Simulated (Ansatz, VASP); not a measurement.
FeRhC4N4: VASP beside Ansatz

```
Fe Rh C N
1.0
     5.82897    0.00000    0.00000
     0.00000    5.82897    0.00000
     0.00000    0.00000    5.82897
Fe Rh C N
1 1 4 4
Direct
  0.50000 0.50000 0.50000
  0.00000 0.00000 0.00000
  0.19389 0.19389 0.19389
  0.19389 0.80611 0.80611
  0.80611 0.19389 0.80611
  0.80611 0.80611 0.19389
  0.31114 0.31114 0.31114
  0.31114 0.68886 0.68886
  0.68886 0.31114 0.68886
  0.68886 0.68886 0.31114
```

Alike in both runs: functional PBE; k mesh 6 × 6 × 6; occupations gaussian, width 0.1 eV; collinear spin.

Ansatz relaxed the structure, and its values are those at the end. VASP's run is a single point on that final structure, the one shown.

|  | VASP | Ansatz |
| --- | --- | --- |
| version | VASP 6.6.1 | Ansatz 0.2.0 |
| potentials or method | VASP PAW PBE potentials, release 64 (Fe, Rh_pv, C, N), cutoff 520 eV | scalar-relativistic, plane waves, PAW |
| valence electrons in the cell | 59 | 69 |

Ansatz gave:

| Property | Result |
| --- | --- |
| gap on the k mesh at the Fermi level (eV) | none |
| pressure (GPa) | 0.0 |
| rms of the force components (eV/Å) | 0.003 |
| net moment per atom (μB) | 0.25 |
| size of the moment on the site where the two differ most (μB) | 3.06 |

Question: What did VASP give for the same quantities?

Answer: gap on the k mesh at the Fermi level (eV): none; pressure (GPa): 0.3; rms of the force components (eV/Å): 0.125; net moment per atom (μB): 0.24; size of the moment on the site where the two differ most (μB): 3.36.

Site moments also hang on the region over which each program counts them. A gap of «none» marks a metal or a gap that the smearing closes. One of these differences is far larger than is usual between the two programs; its cause wasn't traced. VASP's potentials hold 59 valence electrons a cell and Ansatz's 69, so a difference there can come from the potentials and not from the codes.

Noted on VASP's run: the standard files for N, O and F lose accuracy on very short bonds.
